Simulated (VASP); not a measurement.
# Cd (P6/mmm) in VASP: single point with PBE

Aim: the single point of Cd with PBE.

All numbers are computed with VASP 6.6.1; they aren't measurements. Logs are shortened: lines on timing, memory, paths and dates and some standing lists are left out, and cuts for length are marked.

### Step 1. The cell of the first run

The structure is hexagonal, space group P6/mmm (No. 191). The conventional cell has a = 3.792 Å, b = 3.792 Å, c = 2.280 Å, α = 90.00°, β = 90.00°, γ = 120.00°. Within 3.0 Å of Cd (site symmetry 6/mmm) lie 14 Cd at 2.28 to 2.47 Å. Within 2.9 Å of Cd (site symmetry -6m2) lie 11 Cd at 2.19 to 2.47 Å.

This isn't the form of Cd at room conditions, which is hcp.

### Step 2. Single point, PBE

Input file INCAR:

```
ALGO = Normal ; EDIFF = 1E-6
ENCUT = 630 ; GGA = PE
GGA_COMPAT = False ; ISIF = 2
ISMEAR = -1 ; LASPH = True
LCHARG = True ; LELF = True
LREAL = False ; LVHAR = True
LWAVE = False ; NBANDS = 37
NELM = 120 ; PREC = Accurate
SIGMA = 0.08
```

Input file KPOINTS:

```
k-points
0
Gamma
  7 7 10
```

Input file POSCAR:

```
Cd
1.0
    3.7915226366      0.0000000000      0.0000000000
   -1.8957613183      3.2835549223      0.0000000000
    0.0000000000      0.0000000000      2.2795050903
Cd
3
Direct
    0.0000000000      0.0000000000      0.0000000000
    0.3333333333      0.6666666667      0.5000000000
    0.6666666667      0.3333333333      0.5000000000
```

Potentials or basis: VASP PAW PBE potentials, release 64 (Cd_sv_GW).

Launch:

```
cat potpaw_PBE.64/Cd_sv_GW/POTCAR > POTCAR
mpirun -np 1 vasp_std > vasp.out
```

OUTCAR:

```text
EDIFF = 1E-6
   ENCUT = 630
   GGA = PE
   ISIF = 2
   ISMEAR = -1
   LASPH = True
   LREAL = False
   NELM = 120
   PREC = Accurate

 ion  position               nearest neighbor table
   1  0.000  0.000  0.000-   2 2.47   3 2.47   2 2.47   3 2.47   2 2.47   2 2.47   3 2.47   3 2.47
                             3 2.47   3 2.47   2 2.47   2 2.47
   2  0.333  0.667  0.500-   3 2.19   3 2.19   3 2.19   1 2.47   1 2.47   1 2.47   1 2.47   1 2.47
                             1 2.47
   3  0.667  0.333  0.500-   2 2.19   2 2.19   2 2.19   1 2.47   1 2.47   1 2.47   1 2.47   1 2.47
                             1 2.47

  LATTYP: Found a hexagonal cell.
 ALAT       =     3.7915226366
 C/A-ratio  =     0.6012109933

  Lattice vectors:

 A1 = (   3.7915226366,   0.0000000000,   0.0000000000)
 A2 = (  -1.8957613183,   3.2835549223,   0.0000000000)
 A3 = (   0.0000000000,   0.0000000000,   2.2795050903)

Analysis of symmetry for initial positions (statically):
=====================================================================
 Subroutine PRICEL returns:
 Original cell was already a primitive cell.

 Routine SETGRP: Setting up the symmetry group for a
 hexagonal supercell.

 Subroutine GETGRP returns: Found 24 space group operations
 (whereof 24 operations were pure point group operations)
 out of a pool of 24 trial point group operations.

The static configuration has the point symmetry D_6h.

Analysis of symmetry for dynamics (positions and initial velocities):
=====================================================================
 Subroutine PRICEL returns:
 Original cell was already a primitive cell.

 Routine SETGRP: Setting up the symmetry group for a
 hexagonal supercell.

 Subroutine GETGRP returns: Found 24 space group operations
 (whereof 24 operations were pure point group operations)
 out of a pool of 24 trial point group operations.

The dynamic configuration has the point symmetry D_6h.

 Subroutine INISYM returns: Found 24 space group operations
 (whereof 24 operations are pure point group operations),
 and found     1 'primitive' translations

----------------------------------------------------------------------------------------

                                     Primitive cell

  volume of cell :      28.3791

[... 80 lines left out ...]
 SYSTEM =  unknown system
   PREC   = accura    normal or accurate (medium, high low for compatibility)
   ISTART =      0    job   : 0-new  1-cont  2-samecut
   ICHARG =      2    charge: 1-file 2-atom 10-const
   ISPIN  =      1    spin polarized calculation?
   LNONCOLLINEAR =      F non collinear calculations
   LSORBIT =      F    spin-orbit coupling
   LASPH  =      T    aspherical Exc in radial PAW
   ENCUT  =  630.0 eV  46.30 Ry    6.80 a.u.   7.76  7.76  4.67*2*pi/ulx,y,z
   NELM   =    120;   NELMIN=  2; NELMDL= -5     # of ELM steps
   EDIFF  = 0.1E-05   stopping-criterion for ELM
   LREAL  =      F    real-space projection
   EDIFFG = 0.1E-04   stopping-criterion for IOM
   NSW    =      0    number of steps for IOM
   IBRION =     -1    ionic relax: 0-MD 1-quasi-New 2-CG
   NFREE  =      0    steps in history (QN), initial steepest desc. (CG)
   ISIF   =      2    stress and relaxation
   ISYM   =      2    0-nonsym 1-usesym 2-fastsym
   POTIM  = 0.5000    time-step for ionic-motion
   TEBEG  =    0.0;   TEEND  =   0.0 temperature during run
   PSTRESS=    0.0 pullay stress
   NELECT =      60.0000    total number of electrons
   NUPDOWN=      -1.0000    fix difference up-down
   EMIN   =  10.00;   EMAX   =-10.00  energy-range for DOS
   EFERMI =   0.00;   METHOD = LEGACY
   ISMEAR =    -1;   SIGMA  =   0.08  broadening in eV -4-tet -1-fermi 0-gaus
   EFERMI_NEDOS =   21; number of points for ismear=-14 and -15
   IALGO  =     38    algorithm
   IMIX   =      4    mixing-type and parameters
     AMIX     =   0.40;   BMIX     =  1.00
     AMIX_MAG =   1.60;   BMIX_MAG =  1.00
  volume/ion in A,a.u.               =       9.46        63.84
  Fermi-wavevector in a.u.,A,eV,Ry     =   2.101160  3.970616 60.067986  4.414872
  Thomas-Fermi vector in A             =   3.090889
   LORBIT       =      0    0 simple, 1 ext, 2 COOP (PROOUT), +10 PAW based schemes
   GGA     = PE    functional components
   LHFCALC =     F    Hartree Fock is set to
   AEXX    =    0.0000 exact exchange contribution
   IVDW    =     0    specifies the selected vdW correction
   LEPSILON=     F    determine dielectric tensor
   LRPA    =     F    only Hartree local field effects (RPA)
 non-spin polarized calculation
  energy-cutoff  :      630.00
  volume of cell :       28.38
 maximum number of plane-waves:      1042
 NGX is ok and might be reduce to    32
   NGX = 15   NGY = 15   NGZ =  9

 number of electron      59.9999996 magnetization

 Free energy of the ion-electron system (eV)
  ---------------------------------------------------
  ext. energy  EPLUGINS =         0.00000000
  ---------------------------------------------------
  free energy    TOTEN  =        20.89664613 eV

  energy without entropy =       20.91570249  energy(sigma->0) =       20.90617431

 E-fermi :  23.3177     XC(G=0): -16.7510

 val. band max:       23.2666086157   @ k =   0.2857   0.0000   0.5000
 cond. band min:      23.4086011319   @ k =   0.2857   0.2857   0.5000
 fundamental gap:      0.1419925161
 Fermi energy:        23.3177406455

 k-point     1 :       0.0000    0.0000    0.0000
  band No.  band energies     occupation
      1     -86.0916      2.00000
      2     -85.8408      2.00000
      3     -85.8349      2.00000
      4     -47.5480      2.00000
      5     -47.5480      2.00000
      6     -47.1393      2.00000
[... 949 lines left out ...]
     36      32.6353      0.00000
     37      36.2044      0.00000

 [... further k-points ...]
[... 5 lines left out ...]
  --------------------------------------------------------------------------------------
  -------------------------------------------------------------------------------------
  Total       80.0806327     80.0806327     80.1198207      0.0000000      0.0000000     -0.0000000
  in kB     4521.0527428   4521.0527428   4523.2651503      0.0000000      0.0000000     -0.0000000
  external PRESSURE =    4521.7902120 kB  Pullay stress =       0.0000000 kB

 VOLUME and BASIS-vectors are now :
 -----------------------------------------------------------------------------
  energy-cutoff  :      630.00
  volume of cell :       28.38
      direct lattice vectors                 reciprocal lattice vectors
     3.791522637  0.000000000  0.000000000     0.263746282  0.152273987  0.000000000
    -1.895761318  3.283554922  0.000000000     0.000000000  0.304547974  0.000000000
     0.000000000  0.000000000  2.279505090     0.000000000  0.000000000  0.438691716

 POSITION                                       TOTAL-FORCE (eV/Angst)
 -----------------------------------------------------------------------------------
      0.00000      0.00000      0.00000        -0.000000      0.000000      0.000000
     -0.00000      2.18904      1.13975        -0.000000      0.000000      0.000000
      1.89576      1.09452      1.13975         0.000000      0.000000      0.000000
 -----------------------------------------------------------------------------------
    total drift:                               -0.000000      0.000000      0.000000

  FREE ENERGIE OF THE ION-ELECTRON SYSTEM (eV)
  ---------------------------------------------------
  free  energy   TOTEN  =        20.8966461261 eV

  energy  without entropy=       20.9157024859  energy(sigma->0) =       20.90617431
```

stdout:

```text
POSCAR found type information on POSCAR Cd
 POSCAR found :  1 types and       3 ions
 scaLAPACK will be used
 LDA part: xc-table for (Slater+PW92), standard interpolation
 POSCAR, INCAR and KPOINTS ok, starting setup
 FFT: planning ... GRIDC
 FFT: planning ... GRID_SOFT
 FFT: planning ... GRID
 WAVECAR not read
 entering main loop
```

Run time: 54 s. Hardware: 1 thread of Intel Xeon Platinum 8259CL at 2.50GHz (Skylake/Cascade Lake), shared host; peak memory 0.2 GiB.

What came out:

```yaml
Free_energy: 20.8966 eV
Pressure: 452.2 GPa
Band_gap_on_the_k_mesh: zero (bands 30 and 31 overlap by 3.05 eV)
```

Stress tensor (GPa, compression positive):
```
452.11   0.00   0.00
  0.00 452.11   0.00
  0.00   0.00 452.33
```

Caveat: the cell stands under pressure.

The gap in the log of VASP goes by the Fermi energy; the results here count the filled bands.